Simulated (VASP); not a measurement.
# Na: single point with PBE

Na:

```
Na
1.0
     0.00000    3.68140    3.68140
     3.68140    0.00000    3.68140
     3.68140    3.68140    0.00000
Na
2
Direct
  0.12500 0.12500 0.12500
  0.87500 0.87500 0.87500
```

This cell differs from its parent crystal: volume scaled by 0.92.

```json
{"Program": "VASP 6.6.1", "Task": "single point", "Functional": "PBE", "Potentials or basis": "VASP PAW PBE potentials, release 64 (Na_pv)", "Cutoff": "520 eV", "k mesh": "8 × 8 × 8", "Occupations": "fermi-dirac, width 0.1 eV", "Spin": "no spin polarisation", "Dipole correction": "no", "Further INCAR settings": "ALGO = Normal; EDIFF = 1e-07; NBANDS = 14"}
```

```json
{
  "Pressure": "0.3 GPa",
  "Band gap on the k mesh": "zero (band 7 reaches 0.08 eV, above the bottom of band 8 at -0.78 eV)"
}
```

Levels at points of the mesh, in eV from the Fermi level:
| k point | band 4 | band 5 | band 6 | band 7 | band 8 | band 9 | band 10 | band 11 |
| --- | --- | --- | --- | --- | --- | --- | --- | --- |
| (0.00, 0.00, 0.00) | -25.37 | -25.37 | -25.37 | -2.69 | 4.87 | 4.87 | 4.87 | 5.17 |
| (0.50, 0.00, 0.00) | -25.37 | -25.36 | -25.36 | -0.81 | -0.35 | 4.11 | 4.11 | 4.80 |
| (0.50, 0.50, 0.00) | -25.39 | -25.36 | -25.36 | 0.07 | 0.07 | 2.54 | 2.54 | 3.17 |

It took 12 s on 1 thread of Intel(R) Xeon(R) 6975P-C (Granite Rapids), with other jobs on the host, peak memory 0.23 GiB.
